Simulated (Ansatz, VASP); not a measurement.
# TaN in VASP and in Ansatz

```
CELL_PARAMETERS angstrom
2.95047 0.00000 0.00000
-1.47524 2.55518 0.00000
0.00000 0.00000 2.89735
ATOMIC_POSITIONS crystal
Ta 0.33333 0.66667 0.50000
N 0.00000 0.00000 0.00000
```

Alike in both runs: functional PBE; k mesh 18 × 18 × 14; occupations fermi-dirac, width 0.15 eV; no spin polarisation.

Ansatz relaxed the structure, and its values are those at the end. VASP's run is a single point on that final structure, the one shown.

|  | VASP | Ansatz |
| --- | --- | --- |
| version | VASP 6.6.1 | Ansatz 0.2.0 |
| potentials or method | VASP PAW PBE potentials, release 64 (Ta_pv, N), cutoff 520 eV | scalar-relativistic, plane waves, PAW |
| valence electrons in the cell | 16 | 18 |

VASP gave:

| Property | Result |
| --- | --- |
| gap on the k mesh at the Fermi level (eV) | none |
| pressure (GPa) | 0.7 |

Question: What did Ansatz give for the same quantities?

Answer: gap on the k mesh at the Fermi level (eV): none; pressure (GPa): 0.0.

A gap of «none» marks a metal or a gap that the smearing closes. With one functional, cell and mesh, what is left measures potentials, basis and numerics. VASP's potentials hold 16 valence electrons a cell and Ansatz's 18, so a difference there can come from the potentials and not from the codes.

Spin-orbit coupling is off throughout.
